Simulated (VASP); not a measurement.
Set up this calculation in VASP 6.6.1, as the native input.

```
Task                   : single point
Functional             : PBE
Potentials or basis    : VASP PAW PBE potentials, release 64 (Ta_pv, Al, N)
Cutoff                 : 520 eV
k mesh                 : 6 × 6 × 4
Occupations            : gaussian, width 0.1 eV
Spin                   : no spin polarisation
Dipole correction      : no
Further INCAR settings : ALGO = Normal; EDIFF = 1e-06; NBANDS = 40
```

The structure of TaAl5N6 lies in POSCAR:

```
TaAl5N6
1.0
    5.4441613900      0.0000000000      0.0000000000
   -2.7220806900      4.7147820600      0.0000000000
    0.0000000000      0.0000000000      6.0996422500
Ta Al N
1 5 6
Direct
    0.6666666700      0.3333333300      0.5000000000
    0.0000000000      0.0000000000      0.7500000000
    0.0000000000      0.0000000000      0.2500000000
    0.3333333300      0.6666666700      0.0000000000
    0.3333333300      0.6666666700      0.5000000000
    0.6666666700      0.3333333300      0.0000000000
    0.5000000000      0.0000000000      0.7500000000
    0.5000000000      0.0000000000      0.2500000000
    0.5000000000      0.5000000000      0.7500000000
    0.5000000000      0.5000000000      0.2500000000
    0.0000000000      0.5000000000      0.7500000000
    0.0000000000      0.5000000000      0.2500000000
```

One way to write it, as run:

INCAR

```
SYSTEM = TaAl5N6
ALGO     = Normal         ! electronic algorithm
EDIFF    = 1E-6           ! SCF threshold, eV
ENCUT    = 520            ! plane-wave cutoff, eV
GGA      = PE             ! functional
ISIF     = 2              ! what is computed and relaxed
ISMEAR   = 0              ! smearing method
LASPH    = .TRUE.         ! aspherical terms in the spheres
LCHARG   = .FALSE.        ! write CHGCAR
LREAL    = .FALSE.        ! projectors in reciprocal space
LWAVE    = .FALSE.        ! write WAVECAR
NBANDS   = 40             ! bands
NELM     = 100            ! most SCF steps
PREC     = Accurate       ! precision mode
SIGMA    = 0.1            ! smearing width, eV
```

KPOINTS

```
k-points
0
G
  6 6 4
  0 0 0
```

Potentials or basis: VASP PAW PBE potentials, release 64 (Ta_pv, Al, N).

Command:

```sh
$ cat potpaw_PBE.64/Ta_pv/POTCAR potpaw_PBE.64/Al/POTCAR potpaw_PBE.64/N/POTCAR > POTCAR
$ mpirun -np 1 vasp_std > vasp.out
```

Results of the run:

* Pressure: -26.1 GPa
* Largest force: 0.246 eV/Å
* Band gap on the k mesh: zero (band 28 reaches 5.95 eV, above the bottom of band 29 at 5.41 eV)

Caveat: spin-orbit coupling is left out, which moves the levels of the heavy elements.

Wall time 2 min on 1 thread of Intel(R) Xeon(R) Platinum 8488C (Sapphire Rapids), with other jobs on the host, peak memory 0.32 GiB.
